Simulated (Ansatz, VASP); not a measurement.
# TiAl in VASP and in Ansatz

```xyz
2
Lattice="3.1791 0.0000 0.0000 0.0000 3.1791 0.0000 0.0000 0.0000 3.1791" Properties=species:S:1:pos:R:3 pbc="T T T"
Ti    0.0000    0.0000    0.0000
Al    1.5895    1.5895    1.5895
```

Alike in both runs: functional revPBE; k mesh 8 × 8 × 8; occupations fermi-dirac, width 0.05 eV; no spin polarisation.

|  | VASP | Ansatz |
| --- | --- | --- |
| version | VASP 6.6.1 | Ansatz 0.2.0 |
| potentials or method | VASP PAW PBE potentials, release 64 (Ti_sv, Al) | Ansatz PAW |
| plane-wave cutoff (eV) | 520 | 420 |
| valence electrons in the cell | 15 | 15 |
| task | single point | band structure |

VASP gave:

* gap on the k mesh at the Fermi level (eV): none
* pressure (GPa): 2.7

Problem. Estimate Ansatz's values.

Solution. gap on the k mesh at the Fermi level (eV): none; pressure (GPa): 2.9.

VASP's potentials were made for PBE, not for revPBE. A gap of «none» marks a metal or a gap that the smearing closes.
